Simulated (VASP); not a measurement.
A run of VASP 6.6.1 is set up as follows.

Contents of INCAR:

```
SYSTEM = Ca
ALGO = Normal ; EDIFF = 1E-7
ENCUT = 520 ; GGA = RP
ISIF = 2 ; ISMEAR = -1
LASPH = .True. ; LCHARG = .True.
LELF = .True. ; LREAL = .False.
LVHAR = .True. ; LWAVE = .False.
NBANDS = 11 ; NELM = 80
PREC = Accurate ; SIGMA = 0.1
```

The input KPOINTS:

```
k-points
0
Gamma
  11 11 11
  0 0 0
```

Contents of POSCAR:

```
Ca
1.0
   -2.2897343438      2.2897343438      2.2897343438
    2.2897343438     -2.2897343438      2.2897343438
    2.2897343438      2.2897343438     -2.2897343438
Ca
1
Direct
    0.0000000000      0.0000000000      0.0000000000
```

Potentials or basis: VASP PAW PBE potentials, release 64 (Ca_sv).

Launch:

```sh
$ cat potpaw_PBE.64/Ca_sv/POTCAR > POTCAR
$ mpirun -np 1 vasp_std > vasp.out
```

(1) Estimate the band gap on the k mesh.

(2) Estimate the pressure.

Results:

(1) zero (band 5 reaches 1.88 eV, above the bottom of band 6 at 1.50 eV).

(2) -1.1 GPa.

Caveat: the PAW data sets were made with another functional, which shifts forces and pressure a little.
